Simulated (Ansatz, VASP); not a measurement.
# One calculation of Lu4C3, two programs

Contents of INCAR:

```
SYSTEM = Lu4C3
ALGO = Normal ; EDIFF = 1E-6
ENCUT = 520 ; GGA = PE
ISIF = 2 ; ISMEAR = 0
LASPH = .True. ; LCHARG = .False.
LREAL = .False. ; LWAVE = .False.
NBANDS = 65 ; NELM = 80
PREC = Accurate ; SIGMA = 0.1
```

Contents of KPOINTS:

```
k-points
0
Gamma
  4 4 4
  0 0 0
```

Contents of POSCAR:

```
Lu4C3
1.0
    5.1866818800      0.0000000000      0.0000000000
    0.0000000000      5.1866818800      0.0000000000
    0.0000000000      0.0000000000      5.1866818800
Lu C
4 3
Direct
    0.5000000000      0.0000000000      0.0000000000
    0.0000000000      0.5000000000      0.0000000000
    0.0000000000      0.0000000000      0.5000000000
    0.5000000000      0.5000000000      0.5000000000
    0.0000000000      0.5000000000      0.5000000000
    0.5000000000      0.0000000000      0.5000000000
    0.5000000000      0.5000000000      0.0000000000
```

Input for Ansatz:

```yaml
crystal:
  lattice:
    - [5.18668188, 0.0, 0.0]
    - [0.0, 5.18668188, 0.0]
    - [0.0, 0.0, 5.18668188]
  atoms:
    - { symbol: Lu, position: [0.5, 0.0, 0.0] }
    - { symbol: Lu, position: [0.0, 0.5, 0.0] }
    - { symbol: Lu, position: [0.0, 0.0, 0.5] }
    - { symbol: Lu, position: [0.5, 0.5, 0.5] }
    - { symbol: C, position: [0.0, 0.5, 0.5] }
    - { symbol: C, position: [0.5, 0.0, 0.5] }
    - { symbol: C, position: [0.5, 0.5, 0.0] }
basis:
  ecutwfc: 420
kpoints:
  mp_grid: { grid: [4, 4, 4] }
hamiltonian:
  xc: pbe
scf:
  occupations: { method: gaussian, width: 0.1 }
  lower_state_search: "off"
output:
  forces: true
  stress: true
  eigenvalues: true
```

Alike in both runs: task single point; functional PBE; k mesh 4 × 4 × 4; occupations gaussian, width 0.1 eV; no spin polarisation.

|  | VASP | Ansatz |
| --- | --- | --- |
| version | VASP 6.6.1 | Ansatz 0.2.0 |
| potentials or method | VASP PAW PBE potentials, release 64 (Lu, C), cutoff 520 eV | scalar-relativistic, plane waves, PAW |
| valence electrons in the cell | 112 | 112 |

|  | VASP | Ansatz | Ansatz less VASP |
| --- | --- | --- | --- |
| gap on the k mesh at the Fermi level (eV) | none | none | - |
| pressure (GPa) | -14.4 | -14.6 | -0.21 |

A gap of «none» marks a metal or a gap that the smearing closes.

Neither program's run includes spin-orbit coupling.
